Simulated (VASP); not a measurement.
# BaTe (Pm-3m) in VASP: notebook

The runs below take BaTe through single point, with r2SCAN, HSE06, PBE-based screened hybrid with 10 % exact exchange.

Everything below comes from runs of VASP 6.6.1. Logs are shortened: lines on timing, memory, paths and dates and some standing lists are left out, and cuts for length are marked.

### 1 The cell of the first run

Symmetry: Pm-3m, No. 221, cubic system. The conventional cell has a = 4.245 Å, b = 4.245 Å, c = 4.245 Å, α = 90.00°, β = 90.00°, γ = 90.00°. Within 4.8 Å of Ba (site symmetry m-3m) lie 8 Te at 3.68 Å and 6 Ba at 4.24 Å. Te (site symmetry m-3m) has 8 Ba at 3.68 Å and 6 Te at 4.24 Å within 4.8 Å.

### 2 Single point, r2SCAN

Contents of POSCAR:

```
BaTe
1.0
    4.2448181598      0.0000000000      0.0000000000
    0.0000000000      4.2448181598      0.0000000000
    0.0000000000      0.0000000000      4.2448181598
Ba Te
1 1
Direct
    0.0000000000      0.0000000000      0.0000000000
    0.5000000000      0.5000000000      0.5000000000
```

Contents of INCAR.step1:

```
PREC     = Accurate       # precision mode
ENCUT    = 520            # plane-wave cutoff, eV
ISMEAR   = 0              # smearing method
SIGMA    = 0.01           # smearing width, eV
LREAL    = F              # projectors in reciprocal space
LASPH    = T              # aspherical terms in the spheres
NELM     = 100            # most SCF steps
NBANDS   = 15             # bands
GGA      = PE             # functional
ALGO     = Normal         # electronic algorithm
EDIFF    = 1E-4           # SCF threshold, eV
LWAVE    = T              # write WAVECAR
LCHARG   = F              # write CHGCAR
```

Contents of INCAR.step2:

```
PREC     = Accurate       # precision mode
ENCUT    = 520            # plane-wave cutoff, eV
EDIFF    = 1E-6           # SCF threshold, eV
ISMEAR   = 0              # smearing method
SIGMA    = 0.01           # smearing width, eV
LREAL    = F              # projectors in reciprocal space
LASPH    = T              # aspherical terms in the spheres
NELM     = 100            # most SCF steps
ALGO     = Normal         # electronic algorithm
ISIF     = 2              # what is computed and relaxed
LWAVE    = F              # write WAVECAR
LCHARG   = T              # write CHGCAR
METAGGA  = R2SCAN         # meta-GGA
LMIXTAU  = T            
LELF     = T              # ELF
LVHAR    = T            
NBANDS   = 15             # bands
ISTART   = 1
```

Contents of KPOINTS:

```
regular mesh
0
Gamma
  4 4 4
```

Potentials or basis: VASP PAW PBE potentials, release 64 (Ba_sv, Te).

Command:

```console
cat potpaw_PBE.64/Ba_sv/POTCAR potpaw_PBE.64/Te/POTCAR > POTCAR
cp INCAR.step1 INCAR
mpirun -np 1 vasp_std > vasp.out
cp INCAR.step2 INCAR
mpirun -np 1 vasp_std > vasp.out
```

OUTCAR:

```text
PREC = Accurate
   ENCUT = 520
   EDIFF = 1E-6
   ISMEAR = 0
   LREAL = F
   LASPH = T
   NELM = 100
   ISIF = 2
   METAGGA = R2SCAN
   ISTART = 1

 ion  position               nearest neighbor table
   1  0.000  0.000  0.000-   2 3.68   2 3.68   2 3.68   2 3.68   2 3.68   2 3.68   2 3.68   2 3.68

   2  0.500  0.500  0.500-   1 3.68   1 3.68   1 3.68   1 3.68   1 3.68   1 3.68   1 3.68   1 3.68

  LATTYP: Found a simple cubic cell.
 ALAT       =     4.2448181598

  Lattice vectors:

 A1 = (   4.2448181598,   0.0000000000,   0.0000000000)
 A2 = (   0.0000000000,   4.2448181598,   0.0000000000)
 A3 = (   0.0000000000,   0.0000000000,   4.2448181598)

Analysis of symmetry for initial positions (statically):
=====================================================================
 Subroutine PRICEL returns:
 Original cell was already a primitive cell.

 Routine SETGRP: Setting up the symmetry group for a
 simple cubic supercell.

 Subroutine GETGRP returns: Found 48 space group operations
 (whereof 48 operations were pure point group operations)
 out of a pool of 48 trial point group operations.

The static configuration has the point symmetry O_h .

Analysis of symmetry for dynamics (positions and initial velocities):
=====================================================================
 Subroutine PRICEL returns:
 Original cell was already a primitive cell.

 Routine SETGRP: Setting up the symmetry group for a
 simple cubic supercell.

 Subroutine GETGRP returns: Found 48 space group operations
 (whereof 48 operations were pure point group operations)
 out of a pool of 48 trial point group operations.

The dynamic configuration has the point symmetry O_h .

 Subroutine INISYM returns: Found 48 space group operations
 (whereof 48 operations are pure point group operations),
 and found     1 'primitive' translations

----------------------------------------------------------------------------------------

                                     Primitive cell

  volume of cell :      76.4852

  direct lattice vectors                    reciprocal lattice vectors
     4.244818160  0.000000000  0.000000000     0.235581352  0.000000000  0.000000000
     0.000000000  4.244818160  0.000000000     0.000000000  0.235581352  0.000000000
     0.000000000  0.000000000  4.244818160     0.000000000  0.000000000  0.235581352

  length of vectors
[... 76 lines left out ...]
   TEBEG  =    0.0;   TEEND  =   0.0 temperature during run
   PSTRESS=    0.0 pullay stress
   NELECT =      16.0000    total number of electrons
   NUPDOWN=      -1.0000    fix difference up-down
   EMIN   =  10.00;   EMAX   =-10.00  energy-range for DOS
   EFERMI =   0.00;   METHOD = LEGACY
   ISMEAR =     0;   SIGMA  =   0.01  broadening in eV -4-tet -1-fermi 0-gaus
   EFERMI_NEDOS =   21; number of points for ismear=-14 and -15
   IALGO  =     38    algorithm
   IMIX   =      4    mixing-type and parameters
     AMIX     =   0.40;   BMIX     =  1.00
     AMIX_MAG =   1.60;   BMIX_MAG =  1.00
  volume/ion in A,a.u.               =      38.24       258.07
  Fermi-wavevector in a.u.,A,eV,Ry     =   0.971827  1.836487 12.849998  0.944448
  Thomas-Fermi vector in A             =   2.102076
   LORBIT       =      0    0 simple, 1 ext, 2 COOP (PROOUT), +10 PAW based schemes
   METAGGA = R2SCAN    functional components
   LHFCALC =     F    Hartree Fock is set to
   AEXX    =    0.0000 exact exchange contribution
   IVDW    =     0    specifies the selected vdW correction
   LEPSILON=     F    determine dielectric tensor
   LRPA    =     F    only Hartree local field effects (RPA)
 non-spin polarized calculation
 Gauss-broadening in eV      SIGMA  =   0.01
  energy-cutoff  :      520.00
  volume of cell :       76.49
 maximum number of plane-waves:      2103
 NGX is ok and might be reduce to    32
   NGX = 15   NGY = 15   NGZ = 15

 number of electron      15.9999999 magnetization

 Free energy of the ion-electron system (eV)
  ---------------------------------------------------
  ext. energy  EPLUGINS =         0.00000000
  ---------------------------------------------------
  free energy    TOTEN  =       -55.64518277 eV

  energy without entropy =      -55.64518277  energy(sigma->0) =      -55.64518277

 E-fermi :   3.8106     XC(G=0):  -9.2267

 val. band max:        3.7642240965   @ k =   0.5000   0.5000   0.0000
 cond. band min:       4.8516019322   @ k =   0.0000   0.0000   0.0000
 fundamental gap:      1.0873778357
 Fermi energy:         3.8106341866

 k-point     1 :       0.0000    0.0000    0.0000
  band No.  band energies     occupation
      1     -25.2508      2.00000
      2      -9.8629      2.00000
      3      -9.8629      2.00000
      4      -9.8629      2.00000
      5      -6.9477      2.00000
      6       3.3826      2.00000
      7       3.3826      2.00000
      8       3.3826      2.00000
      9       4.8516      0.00000
     10       4.8516      0.00000
     11       6.9700      0.00000
     12       8.7593      0.00000
     13       8.7593      0.00000
     14       8.7593      0.00000
[... 149 lines left out ...]
      2     -10.1337      2.00000
      3     -10.1337      2.00000
      4     -10.1337      2.00000
      5      -5.9247      2.00000
      6       0.7749      2.00000
      7       0.7749      2.00000
      8       0.7749      2.00000
      9       9.0309      0.00000
     10       9.0309      0.00000
     11       9.0309      0.00000
     12      10.5630      0.00000
     13      10.5684      0.00000
     14      10.6193      0.00000
     15      10.6193      0.00000

------------------------ aborting loop because EDIFF is reached ----------------------------------------

  FORCE on cell =-STRESS in cart. coord.  units (eV):
  Direction    XX          YY          ZZ          XY          YZ          ZX
  --------------------------------------------------------------------------------------
  -------------------------------------------------------------------------------------
  Total        0.2637781      0.2637781      0.2637781     -0.0000000      0.0000000      0.0000000
  in kB        5.5255051      5.5255051      5.5255051     -0.0000000      0.0000000      0.0000000
  external PRESSURE =       5.5255051 kB  Pullay stress =       0.0000000 kB

 VOLUME and BASIS-vectors are now :
 -----------------------------------------------------------------------------
  energy-cutoff  :      520.00
  volume of cell :       76.49
      direct lattice vectors                 reciprocal lattice vectors
     4.244818160  0.000000000  0.000000000     0.235581352  0.000000000  0.000000000
     0.000000000  4.244818160  0.000000000     0.000000000  0.235581352  0.000000000
     0.000000000  0.000000000  4.244818160     0.000000000  0.000000000  0.235581352

 POSITION                                       TOTAL-FORCE (eV/Angst)
 -----------------------------------------------------------------------------------
      0.00000      0.00000      0.00000         0.000000      0.000000      0.000000
      2.12241      2.12241      2.12241         0.000000      0.000000      0.000000
 -----------------------------------------------------------------------------------
    total drift:                                0.000000      0.000000     -0.000000

  FREE ENERGIE OF THE ION-ELECTRON SYSTEM (eV)
  ---------------------------------------------------
  free  energy   TOTEN  =       -55.6451827699 eV

  energy  without entropy=      -55.6451827699  energy(sigma->0) =      -55.64518277
```

OUTCAR.step1:

```text
PREC = Accurate
   ENCUT = 520
   ISMEAR = 0
   LREAL = F
   LASPH = T
[... 385 lines left out ...]
 -----------------------------------------------------------------------------------
      0.00000      0.00000      0.00000         0.000000      0.000000      0.000000
      2.12241      2.12241      2.12241         0.000000      0.000000      0.000000
 -----------------------------------------------------------------------------------
    total drift:                                0.000000      0.000000     -0.000000

  FREE ENERGIE OF THE ION-ELECTRON SYSTEM (eV)
  ---------------------------------------------------
  free  energy   TOTEN  =        -8.2511108023 eV

  energy  without entropy=       -8.2511108023  energy(sigma->0) =       -8.25111080
```

Run time: 39 s. Hardware: 1 thread of Intel Xeon Platinum 8259CL at 2.50GHz (Skylake/Cascade Lake), shared host; peak memory 0.19 GiB.

What came out:

| Property | Result |
| --- | --- |
| Free energy | -55.6452 eV |
| Pressure | 0.6 GPa |
| Band gap on the k mesh | 1.09 eV (least direct gap 1.37 eV) |

Levels at points of the mesh, in eV from the valence-band top:
```
           k point  band 5  band 6  band 7  band 8  band 9  band 10  band 11  band 12
(0.00, 0.00, 0.00)  -10.71   -0.38   -0.38   -0.38    1.09     1.09     3.21     5.00
(0.50, 0.00, 0.00)   -9.90   -3.43   -0.88   -0.88    1.92     5.31     5.38     5.43
(0.50, 0.50, 0.00)  -10.11   -2.11   -2.11    0.00    1.37     3.04     3.30     3.30
(0.50, 0.50, 0.50)   -9.69   -2.99   -2.99   -2.99    5.27     5.27     5.27     6.80
```

Caveat: the PAW data sets were made with another functional, which shifts forces and pressure a little; spin-orbit coupling is left out, which moves the levels of the heavy elements.

### 3 Single point, HSE06

POSCAR is that of step 2.

Contents of INCAR.step1:

```
SYSTEM = BaTe
ALGO = Normal
EDIFF = 1E-5
ENCUT = 520
GGA = PE
ISIF = 2
ISMEAR = 0
LASPH = .TRUE.
LCHARG = .FALSE.
LREAL = .FALSE.
LWAVE = .TRUE.
NBANDS = 15
NELM = 100
PREC = Accurate
SIGMA = 0.01
```

Contents of INCAR.step2:

```
SYSTEM = BaTe
ALGO = Normal
EDIFF = 1E-6
ENCUT = 520
GGA = PE
HFSCREEN = 0.2079
ISIF = 2
ISMEAR = 0
ISTART = 1
LASPH = .TRUE.
LCHARG = .FALSE.
LHFCALC = .TRUE.
LREAL = .FALSE.
LWAVE = .FALSE.
NBANDS = 15
NELM = 100
PREC = Accurate
PRECFOCK = Normal
SIGMA = 0.01
```

Contents of KPOINTS:

```
k-points
0
G
  4 4 4
  0 0 0
```

Potentials or basis: VASP PAW PBE potentials, release 64 (Ba_sv, Te).

Command:

```console
cat potpaw_PBE.64/Ba_sv/POTCAR potpaw_PBE.64/Te/POTCAR > POTCAR
cp INCAR.step1 INCAR
mpirun -np 1 vasp_std > vasp.out
cp INCAR.step2 INCAR
mpirun -np 1 vasp_std > vasp.out
```

It took 6.7 min on 1 thread of Intel Xeon Platinum 8259CL at 2.50GHz (Skylake/Cascade Lake), shared host; peak memory 0.29 GiB.

It converged, with:

```yaml
Free_energy: -9.4259 eV
Pressure: 0.0 GPa
Band_gap_on_the_k_mesh: 1.44 eV (least direct gap 1.65 eV)
```

Levels at points of the mesh, in eV from the valence-band top:
```tsv
k point	band 5	band 6	band 7	band 8	band 9	band 10	band 11	band 12
(0.00, 0.00, 0.00)	-11.35	-0.43	-0.43	-0.43	1.44	1.44	3.13	5.48
(0.50, 0.00, 0.00)	-10.45	-3.72	-0.93	-0.93	2.38	5.54	5.75	5.95
(0.50, 0.50, 0.00)	-10.70	-2.29	-2.29	0.00	1.65	3.27	3.69	3.69
(0.50, 0.50, 0.50)	-10.26	-3.20	-3.20	-3.20	5.52	5.52	5.52	7.41
```

Caveat: the PAW data sets were made with another functional, which shifts forces and pressure a little; spin-orbit coupling is left out, which moves the levels of the heavy elements. A k mesh can miss the band edges.

### 4 Single point, PBE-based screened hybrid with 10 % exact exchange

POSCAR is that of step 3.

Contents of INCAR.step1:

```
SYSTEM = BaTe
  ALGO = Normal
  EDIFF = 1E-5
  ENCUT = 520
  GGA = PE
  ISIF = 2
  ISMEAR = 0
  LASPH = .True.
  LCHARG = .False.
  LREAL = .False.
  LWAVE = .True.
  NBANDS = 15
  NELM = 80
  PREC = Accurate
  SIGMA = 0.01
```

Contents of INCAR.step2:

```
SYSTEM = BaTe
  AEXX = 0.1
  ALGO = Normal
  EDIFF = 1E-6
  ENCUT = 520
  GGA = PE
  HFSCREEN = 0.3
  ISIF = 2
  ISMEAR = 0
  ISTART = 1
  LASPH = .True.
  LCHARG = .False.
  LHFCALC = .True.
  LREAL = .False.
  LWAVE = .False.
  NBANDS = 15
  NELM = 80
  PREC = Accurate
  PRECFOCK = Normal
  SIGMA = 0.01
```

Contents of KPOINTS:

```
k-points
0
Gamma
  4 4 4
  0 0 0
```

Command:

```console
cat potpaw_PBE.64/Ba_sv/POTCAR potpaw_PBE.64/Te/POTCAR > POTCAR
cp INCAR.step1 INCAR
mpirun -np 1 vasp_std > vasp.out
cp INCAR.step2 INCAR
mpirun -np 1 vasp_std > vasp.out
```

Wall time 5.3 min (1 thread of Intel Xeon Platinum 8259CL at 2.50GHz (Skylake/Cascade Lake), shared host); peak memory 0.3 GiB.

Results (log left out):

- Free energy: -8.6109 eV
- Pressure: 0.4 GPa
- Band gap on the k mesh: 0.94 eV (least direct gap 1.16 eV)

Levels at points of the mesh, in eV from the valence-band top:
```csv
k point,band 5,band 6,band 7,band 8,band 9,band 10,band 11,band 12
"(0.00, 0.00, 0.00)",-10.75,-0.39,-0.39,-0.39,0.94,0.94,2.63,4.82
"(0.50, 0.00, 0.00)",-9.93,-3.52,-0.90,-0.90,1.79,5.03,5.22,5.25
"(0.50, 0.50, 0.00)",-10.15,-2.14,-2.14,0.00,1.16,2.74,3.12,3.12
"(0.50, 0.50, 0.50)",-9.74,-3.03,-3.03,-3.03,4.99,4.99,4.99,6.66
```

Caveat: the PAW data sets were made with another functional, which shifts forces and pressure a little; spin-orbit coupling is left out, which moves the levels of the heavy elements. A k mesh can miss the band edges.

### 5 Overview

| level | grid for exact exchange (PRECFOCK) | share of exact exchange | screening parameter | gap on the mesh (eV) | pressure (GPa) |
| --- | --- | --- | --- | --- | --- |
| r2SCAN | - | - | - | 1.09 | 0.6 |
| HSE06 | Normal | 0.25 | 0.2079 1/Å | 1.44 | 0.0 |
| PBE-based screened hybrid with 10 % exact exchange | Normal | 0.1 | 0.3 1/Å | 0.94 | 0.4 |

Alike in all rows: task single point; potentials or basis VASP PAW PBE potentials, release 64 (Ba_sv, Te); no spin polarisation; cell as given; k mesh 4 × 4 × 4; cutoff (eV) 520; smearing gaussian 0.01 eV.

On the cell as given the gap runs from 0.94 eV (PBE-based screened hybrid with 10 % exact exchange) to 1.44 eV (HSE06). The pressure there spans 0.0 GPa (HSE06) to 0.6 GPa (r2SCAN); a positive pressure means that this level wants a larger cell, a negative one a smaller.

Caveats: the PAW data sets were made with another functional, which shifts forces and pressure a little; spin-orbit coupling is left out, which moves the levels of the heavy elements.

Absolute energies hang on the potentials; compare differences alone.
